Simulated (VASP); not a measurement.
CuI, 2 atoms in the cell. The structure is cubic, space group F-43m (No. 216). The conventional cell has a = 6.078 Å, b = 6.078 Å, c = 6.078 Å, α = 90.00°, β = 90.00°, γ = 90.00°. Within 3.5 Å of Cu (site symmetry -43m) lie 4 I at 2.63 Å. I (site symmetry -43m) has 4 Cu at 2.63 Å within 3.5 Å. 

- Program: VASP 6.6.1
- Task: single point
- Functional: PBE
- Potentials or basis: VASP PAW PBE potentials, release 64 (Cu, I)
- Cutoff: 600 eV
- k mesh: 8 × 8 × 8
- Occupations: gaussian, width 0.02 eV
- Spin: no spin polarisation
- Dipole correction: no
- Further INCAR settings: ALGO = Normal; EDIFF = 1e-06; NBANDS = 16

Potentials or basis: VASP PAW PBE potentials, release 64 (Cu, I).

Run with:

```sh
$ cat potpaw_PBE.64/Cu/POTCAR potpaw_PBE.64/I/POTCAR > POTCAR
$ mpirun -np 1 vasp_std > vasp.out
```

Hardware: 1 thread of AMD EPYC 7R43 64-Core Processor (Zen 3), on a shared host.

Q: Estimate the wall time of this run.

A: Wall time 71 s on 1 thread of AMD EPYC 7R43 64-Core Processor (Zen 3) (shared host), peak memory 0.18 GiB. Counts: scf iterations 14, k points 29.
